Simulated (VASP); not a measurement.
Sr4TmSi:

```
CELL_PARAMETERS angstrom
6.22176 0.00000 0.00000
-3.11088 5.38820 0.00000
0.00000 0.00000 4.84521
ATOMIC_POSITIONS crystal
Sr 0.33333 0.66667 0.00000
Sr 0.66531 0.83266 0.50000
Sr 0.16734 0.83266 0.50000
Sr 0.16734 0.33469 0.50000
Tm 0.66667 0.33333 0.00000
Si 0.00000 0.00000 0.00000
```

The cell was generated, and may not be a known phase.

```yaml
Program: VASP 6.6.1
Task: relaxation of cell and atoms
Functional: PBE
Potentials_or_basis: VASP PAW PBE potentials, release 64 (Sr_sv, Tm_3, Si), 4f in core
Cutoff: 500 eV
k_mesh: 3 × 3 × 4
Occupations: gaussian, width 0.2 eV
Spin: no spin polarisation
```

At the start: pressure 13.7 GPa; volume 27.07 Å³/atom.

Question: Where does the relaxation end?

Answer: Over 10 steps the energy falls by 566.2 meV/atom and the volume is 43.39 Å³/atom (+60.3 %); space group P-6m2 (No. 187, to 0.1 Å) before and after.

Step by step:
| step | energy change (eV) | largest force (eV/Å) | pressure (GPa) | volume (Å³) |
| --- | --- | --- | --- | --- |
| 1 | 0.0000 | 1.8671 | 13.73 | 162.43 |
| 2 | -2.9117 | 0.6379 | 1.78 | 223.21 |
| 3 | -3.0216 | 0.0548 | -0.47 | 250.64 |
| 4 | -3.0360 | 0.1976 | 0.03 | 243.30 |
| 5 | -3.0352 | 0.2345 | 0.16 | 241.47 |
| 6 | -3.0953 | 0.2034 | 0.12 | 242.94 |
| 7 | -3.2422 | 0.1233 | 0.08 | 246.72 |
| 8 | -3.3819 | 0.0573 | 0.56 | 251.14 |
| 9 | -3.3859 | 0.0840 | -0.47 | 268.57 |
| 10 | -3.3973 | 0.0186 | -0.02 | 260.34 |

Final structure:
```xyz
6
Lattice="7.8662 0.0000 0.0000 -3.9331 6.8123 0.0000 0.0000 0.0000 4.8583" Properties=species:S:1:pos:R:3 pbc="T T T"
Sr    0.0000    4.5415    0.0000
Sr    2.1952    5.8090    2.4292
Sr   -2.1952    5.8090    2.4292
Sr    0.0000    2.0067    2.4292
Tm    3.9331    2.2708    0.0000
Si    0.0000    0.0000    0.0000
```

Caveat: the k points lie up to 0.32 Å⁻¹ apart in the final cell, too coarse for converged energies and pressures of a metal; the volume moved by over 15 % at a fixed basis, so the end points are rough.
